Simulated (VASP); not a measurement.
# KI (I4/mmm) in VASP: single point with HSE06

Aim: the single point of KI with HSE06.

All numbers are computed with VASP 6.6.1; they aren't measurements. Logs are shortened: lines on timing, memory, paths and dates and some standing lists are left out, and cuts for length are marked.

## (1) The cell of the first run

The structure is tetragonal, space group I4/mmm (No. 139). The conventional cell has a = 5.033 Å, b = 5.033 Å, c = 7.076 Å, α = 90.00°, β = 90.00°, γ = 90.00°. K (site symmetry 4/mmm) has 6 I at 3.54 to 3.56 Å within 4.6 Å. I (site symmetry 4/mmm) has 6 K at 3.54 to 3.56 Å within 4.6 Å.

## (2) Single point, HSE06 (epitaxial xy strain +0.4%)

POSCAR

```
KI
1.0
    0.0000000000      3.5591710221      3.5378454877
    3.5591710221      0.0000000000      3.5378454877
    3.5591710221      3.5591710221      0.0000000000
K I
1 1
Direct
    0.0000000000      0.0000000000      0.0000000000
    0.5000000000      0.5000000000      0.5000000000
```

INCAR.step1

```
SYSTEM = KI
ALGO     = Normal         ! electronic algorithm
EDIFF    = 1E-5           ! SCF threshold, eV
ENCUT    = 520            ! plane-wave cutoff, eV
GGA      = PE             ! functional
ISIF     = 2              ! what is computed and relaxed
ISMEAR   = 0              ! smearing method
LASPH    = .TRUE.         ! aspherical terms in the spheres
LCHARG   = .FALSE.        ! write CHGCAR
LREAL    = .FALSE.        ! projectors in reciprocal space
LWAVE    = .TRUE.         ! write WAVECAR
NBANDS   = 15             ! bands
NELM     = 80             ! most SCF steps
PREC     = Accurate       ! precision mode
SIGMA    = 0.01           ! smearing width, eV
```

INCAR.step2

```
SYSTEM = KI
ALGO     = Normal         ! electronic algorithm
EDIFF    = 1E-6           ! SCF threshold, eV
ENCUT    = 520            ! plane-wave cutoff, eV
GGA      = PE             ! functional
HFSCREEN = 0.2079         ! screening, 1/A
ISIF     = 2              ! what is computed and relaxed
ISMEAR   = 0              ! smearing method
ISTART   = 1            
LASPH    = .TRUE.         ! aspherical terms in the spheres
LCHARG   = .FALSE.        ! write CHGCAR
LHFCALC  = .TRUE.         ! exact exchange
LREAL    = .FALSE.        ! projectors in reciprocal space
LWAVE    = .FALSE.        ! write WAVECAR
NBANDS   = 15             ! bands
NELM     = 80             ! most SCF steps
PREC     = Accurate       ! precision mode
PRECFOCK = Normal       
SIGMA    = 0.01           ! smearing width, eV
```

KPOINTS

```
k-points
0
G
  4 4 4
  0 0 0
```

Potentials or basis: VASP PAW PBE potentials, release 64 (K_sv, I).

Run with:

```console
$ cat potpaw_PBE.64/K_sv/POTCAR potpaw_PBE.64/I/POTCAR > POTCAR
$ cp INCAR.step1 INCAR
$ mpirun -np 1 vasp_std > vasp.out
$ cp INCAR.step2 INCAR
$ mpirun -np 1 vasp_std > vasp.out
```

OUTCAR:

```text
SYSTEM = KI
   EDIFF = 1E-6
   ENCUT = 520
   GGA = PE
   HFSCREEN = 0.2079
   ISIF = 2
   ISMEAR = 0
   ISTART = 1
   LASPH = .TRUE.
   LHFCALC = .TRUE.
   LREAL = .FALSE.
   NELM = 80
   PREC = Accurate
   PRECFOCK = Normal

 ion  position               nearest neighbor table
   1  0.000  0.000  0.000-   2 3.54   2 3.54   2 3.56   2 3.56   2 3.56   2 3.56
   2  0.500  0.500  0.500-   1 3.54   1 3.54   1 3.56   1 3.56   1 3.56   1 3.56

  LATTYP: Found a body centered tetragonal cell.
 ALAT       =     5.0334279303
 C/A-ratio  =     1.4057399993

  Lattice vectors:

 A1 = (   0.0000000000,  -3.5591710221,  -3.5378454877)
 A2 = (   0.0000000000,   3.5591710221,  -3.5378454877)
 A3 = (   3.5591710221,   0.0000000000,   3.5378454877)

Analysis of symmetry for initial positions (statically):
=====================================================================
 Subroutine PRICEL returns:
 Original cell was already a primitive cell.

 Routine SETGRP: Setting up the symmetry group for a
 body centered tetragonal supercell.

 Subroutine GETGRP returns: Found 16 space group operations
 (whereof 16 operations were pure point group operations)
 out of a pool of 16 trial point group operations.

The static configuration has the point symmetry D_4h.

Analysis of symmetry for dynamics (positions and initial velocities):
=====================================================================
 Subroutine PRICEL returns:
 Original cell was already a primitive cell.

 Routine SETGRP: Setting up the symmetry group for a
 body centered tetragonal supercell.

 Subroutine GETGRP returns: Found 16 space group operations
 (whereof 16 operations were pure point group operations)
 out of a pool of 16 trial point group operations.

The dynamic configuration has the point symmetry D_4h.

 Subroutine INISYM returns: Found 16 space group operations
 (whereof 16 operations are pure point group operations),
 and found     1 'primitive' translations

----------------------------------------------------------------------------------------

                                     Primitive cell

  volume of cell :      89.6327

  direct lattice vectors                    reciprocal lattice vectors
     0.000000000  3.559171022  3.537845488    -0.140482151  0.140482151  0.141328953
     3.559171022  0.000000000  3.537845488     0.140482151 -0.140482151  0.141328953
     3.559171022  3.559171022  0.000000000     0.140482151  0.140482151 -0.141328953

  length of vectors
     5.018371156  5.018371156  5.033427930     0.243812105  0.243812105  0.243812105

[... 89 lines left out ...]
  volume/ion in A,a.u.               =      44.82       302.44
  Fermi-wavevector in a.u.,A,eV,Ry     =   0.921777  1.741906 11.560506  0.849673
  Thomas-Fermi vector in A             =   2.047231
   LORBIT       =      0    0 simple, 1 ext, 2 COOP (PROOUT), +10 PAW based schemes
   GGA     = PE    functional components
   LHFCALC =     T    Hartree Fock is set to
   PRECFOCK=normal    Normal, Fast or Accurate (Low or Medium for compatibility)
   ENCUT4O =  -1.0   cutoff for four orbital integrals eV
   NKREDX  =     1    reduce k-point grid by
   NKREDY  =     1    reduce k-point grid by
   NKREDZ  =     1    reduce k-point grid by
   AEXX    =    0.2500 exact exchange contribution
   HFSCREEN=    0.2079 screening length (either q_TF or 0.3 A-1)
   HFSCREENC=   0.2079 screening length for correlation (either q_TF or 0.3 A-1)
   ENCUTFOCK=  -1.0 apply spherical cutoff to Coloumb kernel
   IVDW    =     0    specifies the selected vdW correction
   LEPSILON=     F    determine dielectric tensor
   LRPA    =     F    only Hartree local field effects (RPA)
 non-spin polarized calculation
 Gauss-broadening in eV      SIGMA  =   0.01
  energy-cutoff  :      520.00
  volume of cell :       89.63
 maximum number of plane-waves:      2434
 NGX is ok and might be reduce to    40
  NGX = 28; NGY = 28; NGZ = 30

 number of electron      15.9999999 magnetization

 Free energy of the ion-electron system (eV)
  ---------------------------------------------------
  ext. energy  EPLUGINS =         0.00000000
  ---------------------------------------------------
  free energy    TOTEN  =        -6.40309034 eV

  energy without entropy =       -6.40309034  energy(sigma->0) =       -6.40309034

 E-fermi :  -1.0906     XC(G=0):  -5.9922

 val. band max:       -1.2271594347   @ k =   0.0000   0.0000   0.0000
 cond. band min:       3.6860795786   @ k =   0.0000   0.0000   0.0000
 fundamental gap:      4.9132390133
 Fermi energy:        -1.0906131107

 k-point     1 :       0.0000    0.0000    0.0000
  band No.  band energies     occupation
      1     -32.0843      2.00000
      2     -14.2157      2.00000
      3     -14.2153      2.00000
      4     -14.2153      2.00000
      5     -12.5928      2.00000
      6      -1.2276      2.00000
      7      -1.2276      2.00000
      8      -1.2272      2.00000
      9       3.6861      0.00000
     10       6.4079      0.00000
     11       6.4079      0.00000
     12       6.4442      0.00000
     13       7.2320      0.00000
     14       7.2596      0.00000
[... 203 lines left out ...]
      2     -14.2675      2.00000
      3     -14.2456      2.00000
      4     -14.2456      2.00000
      5     -12.3712      2.00000
      6      -1.9802      2.00000
      7      -1.9802      2.00000
      8      -1.8428      2.00000
      9       6.3163      0.00000
     10       6.3163      0.00000
     11       6.4866      0.00000
     12       8.1457      0.00000
     13       8.8877      0.00000
     14       9.9399      0.00000
     15      10.3561      0.00000

------------------------ aborting loop because EDIFF is reached ----------------------------------------

  FORCE on cell =-STRESS in cart. coord.  units (eV):
  Direction    XX          YY          ZZ          XY          YZ          ZX
  --------------------------------------------------------------------------------------
  -------------------------------------------------------------------------------------
  Total        0.0876168      0.0876168      0.1701608      0.0000000      0.0000000      0.0000000
  in kB        1.5661421      1.5661421      3.0416098      0.0000000      0.0000000      0.0000000
  external PRESSURE =       2.0579646 kB  Pullay stress =       0.0000000 kB

 VOLUME and BASIS-vectors are now :
 -----------------------------------------------------------------------------
  energy-cutoff  :      520.00
  volume of cell :       89.63
      direct lattice vectors                 reciprocal lattice vectors
     0.000000000  3.559171022  3.537845488    -0.140482151  0.140482151  0.141328953
     3.559171022  0.000000000  3.537845488     0.140482151 -0.140482151  0.141328953
     3.559171022  3.559171022  0.000000000     0.140482151  0.140482151 -0.141328953

 POSITION                                       TOTAL-FORCE (eV/Angst)
 -----------------------------------------------------------------------------------
      0.00000      0.00000      0.00000         0.000000      0.000000     -0.000000
      3.55917      3.55917      3.53785         0.000000      0.000000      0.000000
 -----------------------------------------------------------------------------------
    total drift:                                0.000000      0.000000     -0.000001

  FREE ENERGIE OF THE ION-ELECTRON SYSTEM (eV)
  ---------------------------------------------------
  free  energy   TOTEN  =        -6.4030903379 eV

  energy  without entropy=       -6.4030903379  energy(sigma->0) =       -6.40309034
```

OUTCAR.step1:

```text
SYSTEM = KI
   EDIFF = 1E-5
   ENCUT = 520
   GGA = PE
   ISIF = 2
   ISMEAR = 0
[... 444 lines left out ...]
      0.00000      0.00000      0.00000         0.000000      0.000000      0.000000
      3.55917      3.55917      3.53785        -0.000000     -0.000000     -0.000000
 -----------------------------------------------------------------------------------
    total drift:                                0.000000     -0.000000     -0.000000

  FREE ENERGIE OF THE ION-ELECTRON SYSTEM (eV)
  ---------------------------------------------------
  free  energy   TOTEN  =        -5.5600926438 eV

  energy  without entropy=       -5.5600926438  energy(sigma->0) =       -5.56009264
```

Run time: 15 min. Hardware: 1 thread of AMD EPYC 7R43 (Zen 3), shared host; peak memory 0.33 GiB.

Results:

- Free energy: -6.4031 eV
- Pressure: 0.2 GPa
- Band gap on the k mesh: 4.91 eV

Caveat: the cell differs from its parent crystal (epitaxial xy strain +0.4%); the PAW data sets were made with another functional, which shifts forces and pressure a little; spin-orbit coupling is left out, which moves the levels of the heavy elements.
